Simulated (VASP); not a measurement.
Wanted: the native input for a VASP 6.6.1 run.

```yaml
Task: single point
Functional: PBE
Dispersion: D4
Potentials_or_basis: VASP PAW PBE potentials, release 64 (W_sv, S)
Cutoff: 520 eV
k_mesh: 10 × 10 × 3
Occupations: fermi-dirac, width 0.05 eV
Spin: no spin polarisation
Dipole_correction: no
Further_INCAR_settings: ALGO = Normal; EDIFF = 1e-07; NBANDS = 35
```

The structure of WS2 lies in POSCAR:

```
WS2
1.0
    3.1556250756      0.0000000000      0.0000000000
   -1.5778125378      2.7328514803      0.0000000000
    0.0000000000      0.0000000000     12.1983686714
W S
2 4
Direct
    0.6666666667      0.3333333333      0.7500000000
    0.3333333333      0.6666666667      0.2500000000
    0.6666666667      0.3333333333      0.3791144894
    0.3333333333      0.6666666667      0.8791144894
    0.6666666667      0.3333333333      0.1208855106
    0.3333333333      0.6666666667      0.6208855106
```

One way to write it, as run:

INCAR

```
  PREC = Accurate
  ENCUT = 520
  EDIFF = 1E-7
  ISMEAR = -1
  SIGMA = 0.05
  LREAL = False
  LASPH = True
  NELM = 60
  ALGO = Normal
  ISIF = 2
  LWAVE = False
  LCHARG = False
  GGA = PE
  IVDW = 13
  NBANDS = 35
```

KPOINTS

```
Automatic mesh
0
Gamma
  10 10 3
```

Potentials or basis: VASP PAW PBE potentials, release 64 (W_sv, S).

Run with:

```console
$ cat potpaw_PBE.64/W_sv/POTCAR potpaw_PBE.64/S/POTCAR > POTCAR
$ mpirun -np 1 vasp_std > vasp.out
```

It gave:

```yaml
Pressure: 0.0 GPa
Largest_force: 0.006 eV/Å
Band_gap_on_the_k_mesh: 1.00 eV (least direct gap 2.15 eV)
Dispersion_energy_per_atom: -0.449 eV
```

Caveat: spin-orbit coupling is left out, which moves the levels of the heavy elements; an odd mesh through Γ misses points on the zone boundary, where band edges can lie.

It took 88 s on 1 thread of Intel(R) Xeon(R) Platinum 8259CL CPU @ 2.50GHz (Skylake/Cascade Lake), on a shared host, peak memory 0.27 GiB.
